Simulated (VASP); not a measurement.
# Cu (P2_1/m) in VASP: single point with PBEsol

Aim: the single point of Cu with PBEsol.

Everything below comes from runs of VASP 6.6.1. Logs are shortened: lines on timing, memory, paths and dates and some standing lists are left out, and cuts for length are marked.

### Step 1. The cell of the first run

Symmetry: P2_1/m, No. 11, monoclinic system. Conventional cell: a = 2.534 Å, b = 4.113 Å, c = 2.534 Å, α = 90.00°, β = 120.00°, γ = 90.00°. Cu (site symmetry m) has 14 Cu at 2.41 to 3.18 Å within 3.2 Å.

### Step 2. Single point, PBEsol (atom 1 (Cu) moved by (-0.450, +0.225) A along x and y)

Input file INCAR:

```
SYSTEM = Cu
PREC = Accurate
ENCUT = 520
EDIFF = 1E-7
ISMEAR = 0
SIGMA = 0.15
LREAL = .False.
LASPH = .True.
NELM = 80
ALGO = Fast
ISIF = 2
LWAVE = .False.
LCHARG = .False.
GGA = PS
NBANDS = 18
```

Input file KPOINTS:

```
regular mesh
0
Gamma
  24 24 12
  0 0 0
```

Input file POSCAR:

```
Cu
1.0
    2.5340966698      0.0000000000      0.0000000000
   -1.2670483349      2.1945920917      0.0000000000
    0.0000000000      0.0000000000      4.1125710000
Cu
2
Direct
    0.2070176354      0.7691914141      0.2500000000
    0.6666666667      0.3333333333      0.7500000000
```

Potentials or basis: VASP PAW PBE potentials, release 64 (Cu).

On the command line:

```console
cat potpaw_PBE.64/Cu/POTCAR > POTCAR
mpirun -np 1 vasp_std > vasp.out
```

OUTCAR:

```text
SYSTEM = Cu
   PREC = Accurate
   ENCUT = 520
   EDIFF = 1E-7
   ISMEAR = 0
   LREAL = .False.
   LASPH = .True.
   NELM = 80
   ISIF = 2
   GGA = PS

 ion  position               nearest neighbor table
   1  0.207  0.769  0.250-   2 2.41   2 2.41   2 2.44   2 2.44
   2  0.667  0.333  0.750-   1 2.41   1 2.41   1 2.44   1 2.44

  LATTYP: Found a hexagonal cell.
 ALAT       =     2.5340966698
 C/A-ratio  =     1.6228942838

  Lattice vectors:

 A1 = (   2.5340966698,   0.0000000000,   0.0000000000)
 A2 = (  -1.2670483349,   2.1945920917,   0.0000000000)
 A3 = (   0.0000000000,   0.0000000000,   4.1125710000)

Analysis of symmetry for initial positions (statically):
=====================================================================
 Subroutine PRICEL returns:
 Original cell was already a primitive cell.

 Routine SETGRP: Setting up the symmetry group for a
 hexagonal supercell.

 Subroutine GETGRP returns: Found  4 space group operations
 (whereof  1 operations were pure point group operations)
 out of a pool of 24 trial point group operations.

The static configuration has the point symmetry C_1 .
 The point group associated with its full space group is C_2h.

Analysis of symmetry for dynamics (positions and initial velocities):
=====================================================================
 Subroutine PRICEL returns:
 Original cell was already a primitive cell.

 Routine SETGRP: Setting up the symmetry group for a
 hexagonal supercell.

 Subroutine GETGRP returns: Found  4 space group operations
 (whereof  1 operations were pure point group operations)
 out of a pool of 24 trial point group operations.

The dynamic configuration has the point symmetry C_1 .
 The point group associated with its full space group is C_2h.

 Subroutine INISYM returns: Found  4 space group operations
 (whereof  1 operations are pure point group operations),
 and found     1 'primitive' translations

----------------------------------------------------------------------------------------

                                     Primitive cell

  volume of cell :      22.8713

  direct lattice vectors                    reciprocal lattice vectors
     2.534096670  0.000000000  0.000000000     0.394617937  0.227832772  0.000000000
[... 81 lines left out ...]
   LNONCOLLINEAR =      F non collinear calculations
   LSORBIT =      F    spin-orbit coupling
   LASPH  =      T    aspherical Exc in radial PAW
   ENCUT  =  520.0 eV  38.22 Ry    6.18 a.u.   4.71  4.71  7.65*2*pi/ulx,y,z
   NELM   =     80;   NELMIN=  2; NELMDL= -5     # of ELM steps
   EDIFF  = 0.1E-06   stopping-criterion for ELM
   LREAL  =      F    real-space projection
   EDIFFG = 0.1E-05   stopping-criterion for IOM
   NSW    =      0    number of steps for IOM
   IBRION =     -1    ionic relax: 0-MD 1-quasi-New 2-CG
   NFREE  =      0    steps in history (QN), initial steepest desc. (CG)
   ISIF   =      2    stress and relaxation
   ISYM   =      2    0-nonsym 1-usesym 2-fastsym
   POTIM  = 0.5000    time-step for ionic-motion
   TEBEG  =    0.0;   TEEND  =   0.0 temperature during run
   PSTRESS=    0.0 pullay stress
   NELECT =      22.0000    total number of electrons
   NUPDOWN=      -1.0000    fix difference up-down
   EMIN   =  10.00;   EMAX   =-10.00  energy-range for DOS
   EFERMI =   0.00;   METHOD = LEGACY
   ISMEAR =     0;   SIGMA  =   0.15  broadening in eV -4-tet -1-fermi 0-gaus
   EFERMI_NEDOS =   21; number of points for ismear=-14 and -15
   IALGO  =     68    algorithm
   IMIX   =      4    mixing-type and parameters
     AMIX     =   0.40;   BMIX     =  1.00
     AMIX_MAG =   1.60;   BMIX_MAG =  1.00
  volume/ion in A,a.u.               =      11.44        77.17
  Fermi-wavevector in a.u.,A,eV,Ry     =   1.616041  3.053874 35.532800  2.611587
  Thomas-Fermi vector in A             =   2.710691
   LORBIT       =      0    0 simple, 1 ext, 2 COOP (PROOUT), +10 PAW based schemes
   GGA     = PS    functional components
   LHFCALC =     F    Hartree Fock is set to
   AEXX    =    0.0000 exact exchange contribution
   IVDW    =     0    specifies the selected vdW correction
   LEPSILON=     F    determine dielectric tensor
   LRPA    =     F    only Hartree local field effects (RPA)
 non-spin polarized calculation
 RMM-DIIS sequential band-by-band and
 Gauss-broadening in eV      SIGMA  =   0.15
  energy-cutoff  :      520.00
  volume of cell :       22.87
 maximum number of plane-waves:       640
   NGX =  9   NGY =  9   NGZ = 15

 number of electron      21.9999980 magnetization

 Free energy of the ion-electron system (eV)
  ---------------------------------------------------
  ext. energy  EPLUGINS =         0.00000000
  ---------------------------------------------------
  free energy    TOTEN  =        -8.50612742 eV

  energy without entropy =       -8.49925182  energy(sigma->0) =       -8.50268962

 E-fermi :   7.7977     XC(G=0): -13.0910

 val. band max:        7.7959030485   @ k =  -0.1667   0.2083  -0.1667
 cond. band min:       7.7987237396   @ k =  -0.1667   0.5000   0.3333
 fundamental gap:      0.0028206911
 Fermi energy:         7.7977423987

 k-point     1 :       0.0000    0.0000    0.0000
  band No.  band energies     occupation
      1      -1.8276      2.00000
      2       2.5368      2.00000
      3       4.2327      2.00000
      4       4.6295      2.00000
      5       4.7830      2.00000
      6       4.9571      2.00000
[... 481 lines left out ...]
      5       4.3409      2.00000
      6       4.3944      2.00000
[... 10 lines left out ...]
     17      23.5970      0.00000
     18      25.4649      0.00000

 [... further k-points ...]

------------------------ aborting loop because EDIFF is reached ----------------------------------------

  FORCE on cell =-STRESS in cart. coord.  units (eV):
  Direction    XX          YY          ZZ          XY          YZ          ZX
  --------------------------------------------------------------------------------------
  -------------------------------------------------------------------------------------
  Total       -0.6619135      0.1975673      0.9184554      0.7898075      0.0000000      0.0000000
  in kB      -46.3683233     13.8399742     64.3395824     55.3275482      0.0000000      0.0000000
  external PRESSURE =      10.6037444 kB  Pullay stress =       0.0000000 kB

 VOLUME and BASIS-vectors are now :
 -----------------------------------------------------------------------------
  energy-cutoff  :      520.00
  volume of cell :       22.87
      direct lattice vectors                 reciprocal lattice vectors
     2.534096670  0.000000000  0.000000000     0.394617937  0.227832772  0.000000000
    -1.267048335  2.194592092  0.000000000     0.000000000  0.455665544  0.000000000
     0.000000000  0.000000000  4.112571000     0.000000000  0.000000000  0.243156896

 POSITION                                       TOTAL-FORCE (eV/Angst)
 -----------------------------------------------------------------------------------
     -0.45000      1.68806      1.02814         0.219291     -0.012425      0.000000
      1.26705      0.73153      3.08443        -0.219291      0.012425     -0.000000
 -----------------------------------------------------------------------------------
    total drift:                                0.000015     -0.000007      0.000000

  FREE ENERGIE OF THE ION-ELECTRON SYSTEM (eV)
  ---------------------------------------------------
  free  energy   TOTEN  =        -8.5061274181 eV

  energy  without entropy=       -8.4992518200  energy(sigma->0) =       -8.50268962
```

OSZICAR:

```text
N       E                     dE             d eps       ncg     rms          rms(c)
DAV:   1     0.121912162233E+03    0.12191E+03   -0.10438E+04 78738   0.223E+03
DAV:   2    -0.455108036624E+01   -0.12646E+03   -0.12005E+03 73226   0.289E+02
DAV:   3    -0.106188717206E+02   -0.60678E+01   -0.58465E+01 81104   0.858E+01
DAV:   4    -0.106828974006E+02   -0.64026E-01   -0.63980E-01 85578   0.955E+00
DAV:   5    -0.106837188026E+02   -0.82140E-03   -0.82138E-03 87584   0.941E-01    0.119E+01
RMM:   6    -0.928201325671E+01    0.14017E+01   -0.12552E+01 85478   0.628E+01    0.657E+00
RMM:   7    -0.853045654489E+01    0.75156E+00   -0.22059E+00 84362   0.274E+01    0.149E+00
RMM:   8    -0.850891284155E+01    0.21544E-01   -0.73469E-02 88387   0.252E+00    0.387E-01
RMM:   9    -0.850585140253E+01    0.30614E-02   -0.16081E-02 88319   0.237E+00    0.441E-02
RMM:  10    -0.850610429976E+01   -0.25290E-03   -0.26151E-03 90896   0.604E-01    0.478E-02
RMM:  11    -0.850611532042E+01   -0.11021E-04   -0.38282E-04 92561   0.196E-01    0.604E-03
RMM:  12    -0.850612630080E+01   -0.10980E-04   -0.94546E-05102854   0.984E-02    0.420E-03
RMM:  13    -0.850612743808E+01   -0.11373E-05   -0.91488E-06 88085   0.287E-02    0.297E-03
RMM:  14    -0.850612744873E+01   -0.10659E-07   -0.28522E-06 85255   0.171E-02    0.115E-03
RMM:  15    -0.850612741813E+01    0.30599E-07   -0.34062E-07 58258   0.696E-03
   1 F= -.85061274E+01 E0= -.85026896E+01  d E =-.687560E-02
```

It took 9.3 min on 1 thread of Intel Xeon 6975P-C, shared host; peak memory 0.73 GiB.

What came out:

```yaml
Free_energy: -8.5061 eV
Pressure: 1.1 GPa
Largest_force: 0.220 eV/Å
Band_gap_on_the_k_mesh: zero (band 11 reaches 11.88 eV, above the bottom of band 12 at 5.74 eV)
```

Forces in eV/Å, atoms in the order of the input:
```
Cu   0.219 -0.012  0.000
Cu  -0.219  0.012  0.000
```

Caveat: the cell differs from its parent crystal (atom 1 (Cu) moved by (-0.450, +0.225) A along x and y); the PAW data sets were made with another functional, which shifts forces and pressure a little.
